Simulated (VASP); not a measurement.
# Be (P4/mmm) in VASP: notebook

The runs below take Be through single point, relaxation of cell and atoms, with PBE.

All numbers are computed with VASP 6.6.1; they aren't measurements. Logs are shortened: lines on timing, memory, paths and dates and some standing lists are left out, and cuts for length are marked.

## Step 1: The cell of the first run

The structure is tetragonal, space group P4/mmm (No. 123). The conventional cell has a = 2.104 Å, b = 2.104 Å, c = 1.725 Å, α = 90.00°, β = 90.00°, γ = 90.00°. Within 2.3 Å of Be (site symmetry 4/mmm) lie 6 Be at 1.72 to 2.10 Å.

## Step 2: Single point, PBE

INCAR reads:

```
PREC     = Accurate       # precision mode
ENCUT    = 520            # plane-wave cutoff, eV
EDIFF    = 1E-7           # SCF threshold, eV
ISMEAR   = 0              # smearing method
SIGMA    = 0.1            # smearing width, eV
LREAL    = F              # projectors in reciprocal space
LASPH    = T              # aspherical terms in the spheres
NELM     = 60             # most SCF steps
ALGO     = Fast           # electronic algorithm
ISIF     = 2              # what is computed and relaxed
LWAVE    = F              # write WAVECAR
LCHARG   = T              # write CHGCAR
GGA      = PE             # functional
LELF     = T              # ELF
LVHAR    = T            
NBANDS   = 7              # bands
```

KPOINTS reads:

```
Automatic mesh
0
Gamma
  8 8 10
```

POSCAR reads:

```
Be
1.0
    2.1043810900      0.0000000000      0.0000000000
    0.0000000000      2.1043810900      0.0000000000
    0.0000000000      0.0000000000      1.7249725000
Be
1
Direct
    0.0000000000      0.0000000000      0.5000000000
```

Potentials or basis: VASP PAW PBE potentials, release 64 (Be).

Launch:

```
cat potpaw_PBE.64/Be/POTCAR > POTCAR
mpirun -np 1 vasp_std > vasp.out
```

OUTCAR:

```text
PREC = Accurate
   ENCUT = 520
   EDIFF = 1E-7
   ISMEAR = 0
   LREAL = F
   LASPH = T
   NELM = 60
   ISIF = 2
   GGA = PE

 ion  position               nearest neighbor table
   1  0.000  0.000  0.500-

  LATTYP: Found a simple tetragonal cell.
 ALAT       =     2.1043810900
 C/A-ratio  =     0.8197053795

  Lattice vectors:

 A1 = (   2.1043810900,   0.0000000000,   0.0000000000)
 A2 = (   0.0000000000,   2.1043810900,   0.0000000000)
 A3 = (   0.0000000000,   0.0000000000,   1.7249725000)

Analysis of symmetry for initial positions (statically):
=====================================================================
 Subroutine PRICEL returns:
 Original cell was already a primitive cell.

 Routine SETGRP: Setting up the symmetry group for a
 simple tetragonal supercell.

 Subroutine GETGRP returns: Found 16 space group operations
 (whereof 16 operations were pure point group operations)
 out of a pool of 16 trial point group operations.

The static configuration has the point symmetry D_4h.

Analysis of symmetry for dynamics (positions and initial velocities):
=====================================================================
 Subroutine PRICEL returns:
 Original cell was already a primitive cell.

 Routine SETGRP: Setting up the symmetry group for a
 simple tetragonal supercell.

 Subroutine GETGRP returns: Found 16 space group operations
 (whereof 16 operations were pure point group operations)
 out of a pool of 16 trial point group operations.

The dynamic configuration has the point symmetry D_4h.

 Subroutine INISYM returns: Found 16 space group operations
 (whereof 16 operations are pure point group operations),
 and found     1 'primitive' translations

----------------------------------------------------------------------------------------

                                     Primitive cell

  volume of cell :       7.6389

  direct lattice vectors                    reciprocal lattice vectors
     2.104381090  0.000000000  0.000000000     0.475199100  0.000000000  0.000000000
     0.000000000  2.104381090  0.000000000     0.000000000  0.475199100  0.000000000
     0.000000000  0.000000000  1.724972500     0.000000000  0.000000000  0.579719387

  length of vectors
     2.104381090  2.104381090  1.724972500     0.475199100  0.475199100  0.579719387

  position of ions in fractional coordinates (direct lattice)
     0.000000000  0.000000000  0.500000000

  ion indices of the primitive-cell ions
   primitive index   ion index
                 1           1

----------------------------------------------------------------------------------------

 KPOINTS: Automatic mesh

Automatic generation of k-mesh.
 Grid dimensions read from file:
 generate k-points for:    8    8   10

 Generating k-lattice:

  Cartesian coordinates                     Fractional coordinates (reciprocal lattice)
     0.059399887  0.000000000  0.000000000     0.125000000  0.000000000  0.000000000
     0.000000000  0.059399887  0.000000000     0.000000000  0.125000000  0.000000000
     0.000000000  0.000000000  0.057971939     0.000000000  0.000000000  0.100000000

  Length of vectors
     0.059399887  0.059399887  0.057971939

  Shift w.r.t. Gamma in fractional coordinates (k-lattice)
     0.000000000  0.000000000  0.000000000

 Subroutine IBZKPT returns following result:
 ===========================================

 Found     90 irreducible k-points:

 Following reciprocal coordinates:
            Coordinates               Weight
  0.000000  0.000000  0.000000      1.000000
  0.125000  0.000000  0.000000      4.000000
  0.250000  0.000000  0.000000      4.000000
  0.375000  0.000000  0.000000      4.000000
  0.500000  0.000000  0.000000      2.000000
  0.125000  0.125000  0.000000      4.000000
[... 16 lines left out ...]
  0.375000  0.125000  0.100000     16.000000
  0.500000  0.125000  0.100000      8.000000
 [... further k-points ...]
   k-points           NKPTS =     90   k-points in BZ     NKDIM =     90   number of bands    NBANDS=      7
   number of dos      NEDOS =    301   number of ions     NIONS =      1
   total plane-waves  NPLWV =   3584
   dimension x,y,z NGX =    16 NGY =   16 NGZ =   14
   dimension x,y,z NGXF=    32 NGYF=   32 NGZF=   28
   ions per type =               1
   NGX,Y,Z   is equivalent  to a cutoff of  12.64, 12.64, 13.49 a.u.
   NGXF,Y,Z  is equivalent  to a cutoff of  25.28, 25.28, 26.99 a.u.
 SYSTEM =  unknown system
   PREC   = accura    normal or accurate (medium, high low for compatibility)
   ISTART =      0    job   : 0-new  1-cont  2-samecut
   ICHARG =      2    charge: 1-file 2-atom 10-const
   ISPIN  =      1    spin polarized calculation?
   LNONCOLLINEAR =      F non collinear calculations
   LSORBIT =      F    spin-orbit coupling
   LASPH  =      T    aspherical Exc in radial PAW
   ENCUT  =  520.0 eV  38.22 Ry    6.18 a.u.   3.91  3.91  3.21*2*pi/ulx,y,z
   NELM   =     60;   NELMIN=  2; NELMDL= -5     # of ELM steps
   EDIFF  = 0.1E-06   stopping-criterion for ELM
   LREAL  =      F    real-space projection
   EDIFFG = 0.1E-05   stopping-criterion for IOM
   NSW    =      0    number of steps for IOM
   IBRION =     -1    ionic relax: 0-MD 1-quasi-New 2-CG
   NFREE  =      0    steps in history (QN), initial steepest desc. (CG)
   ISIF   =      2    stress and relaxation
   ISYM   =      2    0-nonsym 1-usesym 2-fastsym
   POTIM  = 0.5000    time-step for ionic-motion
   TEBEG  =    0.0;   TEEND  =   0.0 temperature during run
   PSTRESS=    0.0 pullay stress
   NELECT =       2.0000    total number of electrons
   NUPDOWN=      -1.0000    fix difference up-down
   EMIN   =  10.00;   EMAX   =-10.00  energy-range for DOS
   EFERMI =   0.00;   METHOD = LEGACY
   ISMEAR =     0;   SIGMA  =   0.10  broadening in eV -4-tet -1-fermi 0-gaus
   EFERMI_NEDOS =   21; number of points for ismear=-14 and -15
   IALGO  =     68    algorithm
   IMIX   =      4    mixing-type and parameters
     AMIX     =   0.40;   BMIX     =  1.00
     AMIX_MAG =   1.60;   BMIX_MAG =  1.00
  volume/ion in A,a.u.               =       7.64        51.55
  Fermi-wavevector in a.u.,A,eV,Ry     =   1.047308  1.979126 14.923611  1.096854
  Thomas-Fermi vector in A             =   2.182183
   LORBIT       =      0    0 simple, 1 ext, 2 COOP (PROOUT), +10 PAW based schemes
   GGA     = PE    functional components
   LHFCALC =     F    Hartree Fock is set to
   AEXX    =    0.0000 exact exchange contribution
   IVDW    =     0    specifies the selected vdW correction
   LEPSILON=     F    determine dielectric tensor
   LRPA    =     F    only Hartree local field effects (RPA)
 non-spin polarized calculation
 RMM-DIIS sequential band-by-band and
 Gauss-broadening in eV      SIGMA  =   0.10
  energy-cutoff  :      520.00
  volume of cell :        7.64
 maximum number of plane-waves:       220
 NGX is ok and might be reduce to    16
   NGX =  7   NGY =  7   NGZ =  7

 number of electron       2.0000000 magnetization

 Free energy of the ion-electron system (eV)
  ---------------------------------------------------
  ext. energy  EPLUGINS =         0.00000000
  ---------------------------------------------------
  free energy    TOTEN  =        -2.31781095 eV

  energy without entropy =       -2.31640997  energy(sigma->0) =       -2.31711046

 E-fermi :   6.7948     XC(G=0): -10.6716

 val. band max:        6.7492686509   @ k =   0.3750   0.0000   0.0000
 cond. band min:       6.8082525362   @ k =   0.5000   0.0000   0.4000
 fundamental gap:      0.0589838853
 Fermi energy:         6.7947821096

 k-point     1 :       0.0000    0.0000    0.0000
  band No.  band energies     occupation
      1      -4.1497      2.00000
      2      19.8443      0.00000
      3      19.8443      0.00000
      4      25.9126      0.00000
      5      31.0894      0.00000
      6      33.2595      0.00000
      7      46.6036      0.00000

 k-point     2 :       0.1250    0.0000    0.0000
  band No.  band energies     occupation
      1      -3.7696      2.00000
      2      16.0517      0.00000
      3      20.2536      0.00000
      4      28.7256      0.00000
      5      33.3433      0.00000
      6      33.6054      0.00000
      7      45.0288      0.00000

 k-point     3 :       0.2500    0.0000    0.0000
  band No.  band energies     occupation
      1      -2.6450      2.00000
      2      10.9865      0.00000
      3      21.4018      0.00000
      4      30.6864      0.00000
      5      34.5469      0.00000
      6      38.9924      0.00000
      7      42.2357      0.00000

 k-point     4 :       0.3750    0.0000    0.0000
  band No.  band energies     occupation
      1      -0.8834      2.00000
      2       6.7493      1.48020
      3      22.9262      0.00000
      4      32.5775      0.00000
      5      35.7085      0.00000
      6      37.6583      0.00000
      7      37.8778      0.00000

 k-point     5 :       0.5000    0.0000    0.0000
  band No.  band energies     occupation
      1       0.5294      2.00000
      2       4.5034      2.00000
      3      23.7700      0.00000
      4      34.2138      0.00000
      5      35.7921      0.00000
      6      35.9665      0.00000
      7      36.2916      0.00000

 k-point     6 :       0.1250    0.1250    0.0000
  band No.  band energies     occupation
      1      -3.3850      2.00000
      2      15.1151      0.00000
      3      18.3163      0.00000
      4      32.5568      0.00000
      5      33.7174      0.00000
      6      33.9476      0.00000
      7      41.3067      0.00000

 k-point     7 :       0.2500    0.1250    0.0000
  band No.  band energies     occupation
      1      -2.2469      2.00000
      2      11.0235      0.00000
      3      18.7490      0.00000
      4      32.5200      0.00000
      5      34.8770      0.00000
      6      36.7427      0.00000
      7      41.8939      0.00000
[... 121 lines left out ...]
 k-point    20 :       0.5000    0.0000    0.1000
  band No.  band energies     occupation
      1       1.0223      2.00000
      2       4.7107      2.00000
      3      24.2097      0.00000
      4      30.9073      0.00000
      5      34.5110      0.00000
      6      36.2933      0.00000
      7      40.8755      0.00000

 k-point    21 :       0.1250    0.1250    0.1000
  band No.  band energies     occupation
      1      -3.0167      2.00000
      2      15.5921      0.00000
      3      18.3953      0.00000
      4      28.9274      0.00000
      5      33.0283      0.00000
      6      36.0245      0.00000
      7      44.1858      0.00000

 k-point    22 :       0.2500    0.1250    0.1000
  band No.  band energies     occupation
      1      -1.8644      2.00000
      2      11.3969      0.00000
      3      18.8570      0.00000
      4      30.5559      0.00000
      5      33.1990      0.00000
      6      38.4097      0.00000
      7      43.6622      0.00000

 k-point    23 :       0.3750    0.1250    0.1000
  band No.  band energies     occupation
      1      -0.0391      2.00000
      2       7.2557      0.00000
      3      20.5529      0.00000
      4      29.6572      0.00000
      5      32.1697      0.00000
      6      40.8085      0.00000
      7      43.1654      0.00000

 k-point    24 :       0.5000    0.1250    0.1000
  band No.  band energies     occupation
      1       1.5085      2.00000
      2       4.9134      2.00000
      3      21.7540      0.00000
      4      27.7391      0.00000
      5      33.0461      0.00000
      6      41.5151      0.00000
      7      42.5676      0.00000

 [... further k-points ...]
[... 5 lines left out ...]
  --------------------------------------------------------------------------------------
  -------------------------------------------------------------------------------------
  Total        0.3200406      0.3200406      5.6574332      0.0000000      0.0000000      0.0000000
  in kB       67.1250627     67.1250627   1186.5855703      0.0000000      0.0000000      0.0000000
  external PRESSURE =     440.2785652 kB  Pullay stress =       0.0000000 kB

 VOLUME and BASIS-vectors are now :
 -----------------------------------------------------------------------------
  energy-cutoff  :      520.00
  volume of cell :        7.64
      direct lattice vectors                 reciprocal lattice vectors
     2.104381090  0.000000000  0.000000000     0.475199100  0.000000000  0.000000000
     0.000000000  2.104381090  0.000000000     0.000000000  0.475199100  0.000000000
     0.000000000  0.000000000  1.724972500     0.000000000  0.000000000  0.579719387

 POSITION                                       TOTAL-FORCE (eV/Angst)
 -----------------------------------------------------------------------------------
      0.00000      0.00000      0.86249         0.000000      0.000000      0.000000
 -----------------------------------------------------------------------------------
    total drift:                               -0.000000      0.000000     -0.000000

  FREE ENERGIE OF THE ION-ELECTRON SYSTEM (eV)
  ---------------------------------------------------
  free  energy   TOTEN  =        -2.3178109482 eV

  energy  without entropy=       -2.3164099721  energy(sigma->0) =       -2.31711046
```

It took 2.1 s on 1 thread of Intel Xeon 6975P-C (Granite Rapids), shared host; peak memory 0.11 GiB.

Results:

| Item | Value |
| --- | --- |
| Free energy | -2.3178 eV |
| Pressure | 44.0 GPa |
| Band gap on the k mesh | zero (band 1 reaches 11.67 eV, above the bottom of band 2 at 4.50 eV) |

Stress tensor (GPa, compression positive):
```
  6.71   0.00   0.00
  0.00   6.71   0.00
  0.00   0.00 118.66
```

Caveat: the k points lie up to 0.37 Å⁻¹ apart.

## Step 3: Relaxation of cell and atoms, PBE

INCAR reads:

```
ALGO = Normal ; EDIFF = 1E-6
EDIFFG = -0.04 ; ENCUT = 600
GGA = PE ; IBRION = 2
ISIF = 3 ; ISMEAR = 0
LASPH = True ; LCHARG = False
LREAL = False ; LWAVE = False
NELM = 80 ; NSW = 90
PREC = Accurate ; SIGMA = 0.1
```

KPOINTS reads:

```
k-points
0
Gamma
  8 8 10
```

POSCAR is that of step 2.

Potentials or basis: VASP PAW PBE potentials, release 64 (Be).

Launch:

```
cat potpaw_PBE.64/Be/POTCAR > POTCAR
mpirun -np 1 vasp_std > vasp.out
```

Wall time 3.5 s (1 thread of Intel Xeon 6975P-C (Granite Rapids), shared host); peak memory 0.11 GiB.

It converged, with:

| Property | Result |
| --- | --- |
| Free energy | -2.7757 eV |
| Relaxed volume | 10.11 Å³/atom |
| Relaxed cell | a = 2.144 Å, b = 2.144 Å, c = 2.200 Å, α = 90.00°, β = 90.00°, γ = 90.00° |
| Space group after relaxing (to 0.05 Å) | P4/mmm (No. 123) |
| Energy gained by relaxing | 457.9 meV/atom |
| Ionic steps | 4 |
| Pressure after relaxing | 0.3 GPa |
| Band gap on the k mesh | zero (band 1 reaches 10.18 eV, above the bottom of band 2 at 2.79 eV) |

Stress tensor (GPa, compression positive):
```
0.24 0.00 0.00
0.00 0.24 0.00
0.00 0.00 0.35
```

Step by step:
| step | energy change (eV) | largest force (eV/Å) | pressure (GPa) | volume (Å³) |
| --- | --- | --- | --- | --- |
| 1 | 0.0000 | 0.0000 | 44.03 | 7.64 |
| 2 | -0.4576 | 0.0000 | 0.94 | 10.03 |
| 3 | -0.4577 | 0.0000 | 0.79 | 10.05 |
| 4 | -0.4579 | 0.0000 | 0.28 | 10.11 |

Final structure:
```yaml
crystal:
  lattice:
    - [2.14378, 0.00000, 0.00000]
    - [0.00000, 2.14378, 0.00000]
    - [0.00000, 0.00000, 2.19969]
  atoms:
    - { symbol: Be, position: [0.00000, 0.00000, 0.50000] }
```

Levels at points of the mesh, in eV from the Fermi level:
```csv
k point,band 1,band 2,band 3,band 4
"(0.00, 0.00, 0.00)",-9.70,12.90,14.18,14.18
"(0.50, 0.00, 0.00)",-4.60,-1.51,16.81,17.97
"(0.50, 0.50, 0.00)",0.92,0.92,6.94,7.72
"(0.00, 0.00, 0.50)",-4.74,-2.04,17.60,17.60
"(0.50, 0.00, 0.50)",0.47,0.86,6.67,7.18
"(0.50, 0.50, 0.50)",5.35,5.35,5.80,13.48
```

Caveat: the k points lie up to 0.37 Å⁻¹ apart in the final cell; the volume moved by over 15 % at a fixed basis, so the end points are rough.
